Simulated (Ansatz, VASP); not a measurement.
**Ta4O in VASP and in Ansatz**

Contents of INCAR:

```
PREC = Accurate
ENCUT = 600
EDIFF = 1E-6
ISMEAR = -1
SIGMA = 0.05
LREAL = F
LASPH = T
NELM = 200
ALGO = Normal
ISIF = 2
LWAVE = F
LCHARG = F
LMAXMIX = 4
LDAU = T
LDAUTYPE = 2
LDAUL = 2 -1
LDAUU = 2 0
LDAUJ = 0 0
LDAUPRINT = 1
GGA = PS
NBANDS = 37
GGA_COMPAT = F
```

File KPOINTS:

```
regular mesh
0
Gamma
  8 8 4
```

Contents of POSCAR:

```
Ta4O
1.0
    3.2574970000      0.0000000000      0.0000000000
    0.0000000000      3.2574970000      0.0000000000
    0.0000000000      0.0000000000      7.4093410000
Ta O
4 1
Direct
    0.0000000000      0.0000000000      0.0000000000
    0.5000000000      0.5000000000      0.2168420000
    0.5000000000      0.5000000000      0.7831580000
    0.0000000000      0.0000000000      0.5000000000
    0.5000000000      0.5000000000      0.5000000000
```

Contents of input.yaml:

```yaml
crystal:
  lattice:
    - [3.257497, 0.0, 0.0]
    - [0.0, 3.257497, 0.0]
    - [0.0, 0.0, 7.409341]
  atoms:
    - { symbol: Ta, position: [0.0, 0.0, 0.0] }
    - { symbol: Ta, position: [0.5, 0.5, 0.216842] }
    - { symbol: Ta, position: [0.5, 0.5, 0.783158] }
    - { symbol: Ta, position: [0.0, 0.0, 0.5] }
    - { symbol: O, position: [0.5, 0.5, 0.5] }
hamiltonian:
  xc: pbesol
  pseudopotentials: { kind: paw }
  hubbard: { sites: [{ species: Ta, l: d, u_eff: 2.0 }] }
kpoints:
  mp_grid: { grid: [8, 8, 4] }
  band_path:
    path:
      - [[0.0, 0.0, 0.0], [0.0, 0.5, 0.0], [0.5, 0.5, 0.0], [0.0, 0.0, 0.0], [0.0, 0.0, 0.5], [0.0, 0.5, 0.5], [0.5, 0.5, 0.5], [0.0, 0.0, 0.5]]
      - [[0.0, 0.5, 0.0], [0.0, 0.5, 0.5]]
      - [[0.5, 0.5, 0.0], [0.5, 0.5, 0.5]]
    npoints: 14
scf:
  occupations: { method: fermi_dirac, width: 0.05 }
  n_extra_bands: 12
output:
  forces: true
  stress: true
  eigenvalues: true
  fatbands: false
```

Alike in both runs: functional PBEsol; k mesh 8 × 8 × 4; occupations fermi-dirac, width 0.05 eV; no spin polarisation; Hubbard terms Ta d U = 2.0 eV.

|  | VASP | Ansatz |
| --- | --- | --- |
| version | VASP 6.6.1 | Ansatz 0.2.0 |
| potentials or method | VASP PAW PBE potentials, release 64 (Ta_sv_GW, O) | Ansatz PAW |
| plane-wave cutoff (eV) | 600 | 420 |
| valence electrons in the cell | 58 | 58 |
| task | single point | band structure |

```csv
,VASP,Ansatz,Ansatz less VASP
gap on the k mesh at the Fermi level (eV),none,none,-
pressure (GPa),-2.3,-6.4,-4.07
"traceless stress, the component that is largest in VASP (GPa)",-0.93,-1.65,-0.718
rms of the force components (eV/Å),0.082,0.093,+0.0118
```

VASP's potentials were made for PBE, not for PBEsol. The programs project onto different local orbitals, so the same U acts differently, and such runs can settle in different states. Atom by atom the forces differ by 0.012 eV/Å (rms over components). A gap of «none» marks a metal or a gap that the smearing closes.

Neither program's run includes spin-orbit coupling.
